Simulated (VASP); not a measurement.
# In (I4_1/amd) in VASP: single point with PBEsol

Aim: the single point of In with PBEsol.

All numbers are computed with VASP 6.6.1; they aren't measurements. Logs are shortened: lines on timing, memory, paths and dates and some standing lists are left out, and cuts for length are marked.

## 1. The cell of the first run

The structure is tetragonal, space group I4_1/amd (No. 141). Conventional cell: a = 5.869 Å, b = 5.869 Å, c = 3.091 Å, α = 90.00°, β = 90.00°, γ = 90.00°. In (site symmetry -4m2) has 10 In at 3.03 to 3.74 Å within 4.0 Å.

## 2. Single point, PBEsol

Input file INCAR:

```
SYSTEM = In
  PREC = Accurate
  ENCUT = 520
  EDIFF = 1E-6
  ISMEAR = 0
  SIGMA = 0.1
  LREAL = .FALSE.
  LASPH = .TRUE.
  NELM = 80
  ALGO = Fast
  ISIF = 2
  LWAVE = .FALSE.
  LCHARG = .FALSE.
  GGA = PS
  NBANDS = 20
```

Input file KPOINTS:

```
Automatic mesh
0
G
  20 20 20
  0 0 0
```

Input file POSCAR:

```
In
1.0
   -2.9347484020      2.9347484020      1.5455082681
    2.9347484020     -2.9347484020      1.5455082681
    2.9347484020      2.9347484020     -1.5455082681
In
2
Direct
    0.0000000000      0.0000000000      0.0000000000
    0.7500000000      0.2500000000      0.5000000000
```

Potentials or basis: VASP PAW PBE potentials, release 64 (In_d).

On the command line:

```
$ cat potpaw_PBE.64/In_d/POTCAR > POTCAR
$ mpirun -np 1 vasp_std > vasp.out
```

OUTCAR:

```text
SYSTEM = In
   PREC = Accurate
   ENCUT = 520
   EDIFF = 1E-6
   ISMEAR = 0
   LREAL = .FALSE.
   LASPH = .TRUE.
   NELM = 80
   ISIF = 2
   GGA = PS

 ion  position               nearest neighbor table
   1  0.000  0.000  0.000-   2 3.03   2 3.03   2 3.03   2 3.03   2 3.74   2 3.74   2 3.74   2 3.74

   2  0.750  0.250  0.500-   1 3.03   1 3.03   1 3.03   1 3.03   1 3.74   1 3.74   1 3.74   1 3.74

  LATTYP: Found a body centered tetragonal cell.
 ALAT       =     5.8694968040
 C/A-ratio  =     0.5266237702

  Lattice vectors:

 A1 = (  -2.9347484020,   2.9347484020,   1.5455082681)
 A2 = (   2.9347484020,  -2.9347484020,   1.5455082681)
 A3 = (   2.9347484020,   2.9347484020,  -1.5455082681)

Analysis of symmetry for initial positions (statically):
=====================================================================
 Subroutine PRICEL returns:
 Original cell was already a primitive cell.

 Routine SETGRP: Setting up the symmetry group for a
 body centered tetragonal supercell.

 Subroutine GETGRP returns: Found 16 space group operations
 (whereof  8 operations were pure point group operations)
 out of a pool of 16 trial point group operations.

The static configuration has the point symmetry D_2d.
 The point group associated with its full space group is D_4h.

Analysis of symmetry for dynamics (positions and initial velocities):
=====================================================================
 Subroutine PRICEL returns:
 Original cell was already a primitive cell.

 Routine SETGRP: Setting up the symmetry group for a
 body centered tetragonal supercell.

 Subroutine GETGRP returns: Found 16 space group operations
 (whereof  8 operations were pure point group operations)
 out of a pool of 16 trial point group operations.

The dynamic configuration has the point symmetry D_2d.
 The point group associated with its full space group is D_4h.

 Subroutine INISYM returns: Found 16 space group operations
 (whereof  8 operations are pure point group operations),
 and found     1 'primitive' translations

----------------------------------------------------------------------------------------

                                     Primitive cell

  volume of cell :      53.2443

  direct lattice vectors                    reciprocal lattice vectors
    -2.934748402  2.934748402  1.545508268     0.000000000  0.170372356  0.323518166
     2.934748402 -2.934748402  1.545508268     0.170372356  0.000000000  0.323518166
     2.934748402  2.934748402 -1.545508268     0.170372356  0.170372356  0.000000000

  length of vectors
     4.428779987  4.428779987  4.428779987     0.365637448  0.365637448  0.240942897

  position of ions in fractional coordinates (direct lattice)
     0.000000000  0.000000000  0.000000000
     0.750000000  0.250000000  0.500000000

  ion indices of the primitive-cell ions
   primitive index   ion index
                 1           1
                 2           2

----------------------------------------------------------------------------------------

 KPOINTS: Automatic mesh

Automatic generation of k-mesh.
 Grid dimensions read from file:
 generate k-points for:   20   20   20

 Generating k-lattice:

  Cartesian coordinates                     Fractional coordinates (reciprocal lattice)
     0.000000000  0.008518618  0.016175908     0.050000000  0.000000000  0.000000000
     0.008518618  0.000000000  0.016175908     0.000000000  0.050000000  0.000000000
     0.008518618  0.008518618  0.000000000     0.000000000  0.000000000  0.050000000

  Length of vectors
     0.018281872  0.018281872  0.012047145

  Shift w.r.t. Gamma in fractional coordinates (k-lattice)
     0.000000000  0.000000000  0.000000000

 Subroutine IBZKPT returns following result:
 ===========================================

 Found    641 irreducible k-points:

 Following reciprocal coordinates:
            Coordinates               Weight
  0.000000  0.000000  0.000000      1.000000
  0.050000  0.000000  0.000000      8.000000
  0.100000 -0.000000  0.000000      8.000000
  0.150000  0.000000  0.000000      8.000000
  0.200000 -0.000000  0.000000      8.000000
  0.250000  0.000000  0.000000      8.000000
[... 16 lines left out ...]
 -0.400000  0.050000 -0.000000     16.000000
 -0.350000  0.050000 -0.000000     16.000000
 [... further k-points ...]
   k-points           NKPTS =    641   k-points in BZ     NKDIM =    641   number of bands    NBANDS=     20
   number of dos      NEDOS =    301   number of ions     NIONS =      2
   total plane-waves  NPLWV =  46656
   dimension x,y,z NGX =    36 NGY =   36 NGZ =   36
   dimension x,y,z NGXF=    72 NGYF=   72 NGZF=   72
   ions per type =               2
   NGX,Y,Z   is equivalent  to a cutoff of  13.51, 13.51, 13.51 a.u.
   NGXF,Y,Z  is equivalent  to a cutoff of  27.03, 27.03, 27.03 a.u.
 SYSTEM =  In
   PREC   = accura    normal or accurate (medium, high low for compatibility)
   ISTART =      0    job   : 0-new  1-cont  2-samecut
   ICHARG =      2    charge: 1-file 2-atom 10-const
   ISPIN  =      1    spin polarized calculation?
   LNONCOLLINEAR =      F non collinear calculations
   LSORBIT =      F    spin-orbit coupling
   LASPH  =      T    aspherical Exc in radial PAW
   ENCUT  =  520.0 eV  38.22 Ry    6.18 a.u.   8.23  8.23  8.23*2*pi/ulx,y,z
   NELM   =     80;   NELMIN=  2; NELMDL= -5     # of ELM steps
   EDIFF  = 0.1E-05   stopping-criterion for ELM
   LREAL  =      F    real-space projection
   EDIFFG = 0.1E-04   stopping-criterion for IOM
   NSW    =      0    number of steps for IOM
   IBRION =     -1    ionic relax: 0-MD 1-quasi-New 2-CG
   NFREE  =      0    steps in history (QN), initial steepest desc. (CG)
   ISIF   =      2    stress and relaxation
   ISYM   =      2    0-nonsym 1-usesym 2-fastsym
   POTIM  = 0.5000    time-step for ionic-motion
   TEBEG  =    0.0;   TEEND  =   0.0 temperature during run
   PSTRESS=    0.0 pullay stress
   NELECT =      26.0000    total number of electrons
   NUPDOWN=      -1.0000    fix difference up-down
   EMIN   =  10.00;   EMAX   =-10.00  energy-range for DOS
   EFERMI =   0.00;   METHOD = LEGACY
   ISMEAR =     0;   SIGMA  =   0.10  broadening in eV -4-tet -1-fermi 0-gaus
   EFERMI_NEDOS =   21; number of points for ismear=-14 and -15
   IALGO  =     68    algorithm
   IMIX   =      4    mixing-type and parameters
     AMIX     =   0.40;   BMIX     =  1.00
     AMIX_MAG =   1.60;   BMIX_MAG =  1.00
  volume/ion in A,a.u.               =      26.62       179.66
  Fermi-wavevector in a.u.,A,eV,Ry     =   1.289164  2.436167 22.612127  1.661944
  Thomas-Fermi vector in A             =   2.421074
   LORBIT       =      0    0 simple, 1 ext, 2 COOP (PROOUT), +10 PAW based schemes
   GGA     = PS    functional components
   LHFCALC =     F    Hartree Fock is set to
   AEXX    =    0.0000 exact exchange contribution
   IVDW    =     0    specifies the selected vdW correction
   LEPSILON=     F    determine dielectric tensor
   LRPA    =     F    only Hartree local field effects (RPA)
 non-spin polarized calculation
 RMM-DIIS sequential band-by-band and
 Gauss-broadening in eV      SIGMA  =   0.10
  energy-cutoff  :      520.00
  volume of cell :       53.24
 maximum number of plane-waves:      1458
 NGX is ok and might be reduce to    36
   NGX = 17   NGY = 17   NGZ = 17

 number of electron      25.9999993 magnetization

 Free energy of the ion-electron system (eV)
  ---------------------------------------------------
  ext. energy  EPLUGINS =         0.00000000
  ---------------------------------------------------
  free energy    TOTEN  =        -5.83620776 eV

  energy without entropy =       -5.83081658  energy(sigma->0) =       -5.83351217

 E-fermi :   7.0490     XC(G=0): -10.2806

 val. band max:        7.0485703208   @ k =  -0.2000  -0.2000   0.1000
 cond. band min:       7.0515600490   @ k =  -0.3000   0.3500   0.0500
 fundamental gap:      0.0029897281
 Fermi energy:         7.0489546469

 k-point     1 :       0.0000    0.0000    0.0000
  band No.  band energies     occupation
      1      -7.8365      2.00000
      2      -7.7221      2.00000
      3      -7.6716      2.00000
      4      -7.6659      2.00000
      5      -7.2702      2.00000
      6      -7.2702      2.00000
[... 12 lines left out ...]
     19      17.1420      0.00000
     20      18.4967      0.00000

 k-point     2 :       0.0500    0.0000    0.0000
  band No.  band energies     occupation
      1      -7.8339      2.00000
      2      -7.7107      2.00000
      3      -7.6672      2.00000
      4      -7.6509      2.00000
      5      -7.2841      2.00000
      6      -7.2836      2.00000
[... 12 lines left out ...]
     19      16.5633      0.00000
     20      18.5615      0.00000

 k-point     3 :       0.1000   -0.0000    0.0000
  band No.  band energies     occupation
      1      -7.8253      2.00000
      2      -7.6784      2.00000
      3      -7.6544      2.00000
      4      -7.6089      2.00000
      5      -7.3125      2.00000
      6      -7.3078      2.00000
[... 12 lines left out ...]
     19      15.4391      0.00000
     20      17.6853      0.00000

 k-point     4 :       0.1500    0.0000    0.0000
  band No.  band energies     occupation
      1      -7.8103      2.00000
      2      -7.6344      2.00000
      3      -7.6302      2.00000
      4      -7.5482      2.00000
      5      -7.3495      2.00000
      6      -7.3322      2.00000
[... 12 lines left out ...]
     19      15.1367      0.00000
     20      16.9120      0.00000

 k-point     5 :       0.2000   -0.0000    0.0000
  band No.  band energies     occupation
      1      -7.7903      2.00000
      2      -7.6096      2.00000
      3      -7.5772      2.00000
      4      -7.4848      2.00000
      5      -7.3911      2.00000
      6      -7.3443      2.00000
[... 12 lines left out ...]
     19      14.5806      0.00000
     20      16.4293      0.00000

 k-point     6 :       0.2500    0.0000    0.0000
  band No.  band energies     occupation
      1      -7.7684      2.00000
      2      -7.5841      2.00000
      3      -7.5383      2.00000
      4      -7.4507      2.00000
      5      -7.4313      2.00000
      6      -7.3373      2.00000
[... 12 lines left out ...]
     19      13.8721      0.00000
     20      15.8795      0.00000

 k-point     7 :       0.3000    0.0000    0.0000
  band No.  band energies     occupation
      1      -7.7482      2.00000
      2      -7.5669      2.00000
      3      -7.5245      2.00000
      4      -7.4656      2.00000
      5      -7.4597      2.00000
      6      -7.3479      2.00000
[... 12 lines left out ...]
     19      14.0935      0.00000
     20      15.4559      0.00000
[... 277 lines left out ...]
 k-point    20 :       0.4500    0.0500    0.0000
  band No.  band energies     occupation
      1      -7.7115      2.00000
      2      -7.6080      2.00000
      3      -7.5900      2.00000
      4      -7.5001      2.00000
      5      -7.4230      2.00000
      6      -7.4121      2.00000
[... 12 lines left out ...]
     19      15.6786      0.00000
     20      17.5339      0.00000

 k-point    21 :       0.5000    0.0500   -0.0000
  band No.  band energies     occupation
      1      -7.7072      2.00000
      2      -7.6016      2.00000
      3      -7.5924      2.00000
      4      -7.5002      2.00000
      5      -7.4217      2.00000
      6      -7.4083      2.00000
[... 12 lines left out ...]
     19      15.7340      0.00000
     20      17.5042      0.00000

 k-point    22 :      -0.4500    0.0500   -0.0000
  band No.  band energies     occupation
      1      -7.7109      2.00000
      2      -7.5877      2.00000
      3      -7.5697      2.00000
      4      -7.5052      2.00000
      5      -7.4313      2.00000
      6      -7.3963      2.00000
[... 12 lines left out ...]
     19      15.4371      0.00000
     20      16.5846      0.00000

 k-point    23 :      -0.4000    0.0500   -0.0000
  band No.  band energies     occupation
      1      -7.7205      2.00000
      2      -7.5689      2.00000
      3      -7.5349      2.00000
      4      -7.5115      2.00000
      5      -7.4442      2.00000
      6      -7.3774      2.00000
[... 12 lines left out ...]
     19      15.4206      0.00000
     20      15.6538      0.00000

 k-point    24 :      -0.3500    0.0500   -0.0000
  band No.  band energies     occupation
      1      -7.7351      2.00000
      2      -7.5586      2.00000
      3      -7.5284      2.00000
      4      -7.4904      2.00000
      5      -7.4452      2.00000
      6      -7.3539      2.00000
[... 12 lines left out ...]
     19      14.6299      0.00000
     20      15.8287      0.00000

 [... further k-points ...]
[... 5 lines left out ...]
  --------------------------------------------------------------------------------------
  -------------------------------------------------------------------------------------
  Total       -0.0294708     -0.0294708     -0.0322770      0.0000000      0.0000000      0.0000000
  in kB       -0.8868077     -0.8868077     -0.9712480      0.0000000      0.0000000      0.0000000
  external PRESSURE =      -0.9149545 kB  Pullay stress =       0.0000000 kB

 VOLUME and BASIS-vectors are now :
 -----------------------------------------------------------------------------
  energy-cutoff  :      520.00
  volume of cell :       53.24
      direct lattice vectors                 reciprocal lattice vectors
    -2.934748402  2.934748402  1.545508268     0.000000000  0.170372356  0.323518166
     2.934748402 -2.934748402  1.545508268     0.170372356  0.000000000  0.323518166
     2.934748402  2.934748402 -1.545508268     0.170372356  0.170372356  0.000000000

 POSITION                                       TOTAL-FORCE (eV/Angst)
 -----------------------------------------------------------------------------------
      0.00000      0.00000      0.00000        -0.000000      0.000000     -0.000000
      0.00000      2.93475      0.77275         0.000000     -0.000000      0.000000
 -----------------------------------------------------------------------------------
    total drift:                               -0.000000      0.000000     -0.000000

  FREE ENERGIE OF THE ION-ELECTRON SYSTEM (eV)
  ---------------------------------------------------
  free  energy   TOTEN  =        -5.8362077589 eV

  energy  without entropy=       -5.8308165829  energy(sigma->0) =       -5.83351217
```

It took 7.9 min on 1 thread of Intel Xeon Platinum 8559C (Emerald Rapids), shared host; peak memory 0.63 GiB.

What came out:

| Item | Value |
| --- | --- |
| Free energy | -5.8362 eV |
| Pressure | -0.1 GPa |
| Band gap on the k mesh | zero (band 13 reaches 9.71 eV, above the bottom of band 14 at 3.44 eV) |

Caveat: the PAW data sets were made with another functional, which shifts forces and pressure a little; spin-orbit coupling is left out, which moves the levels of the heavy elements.
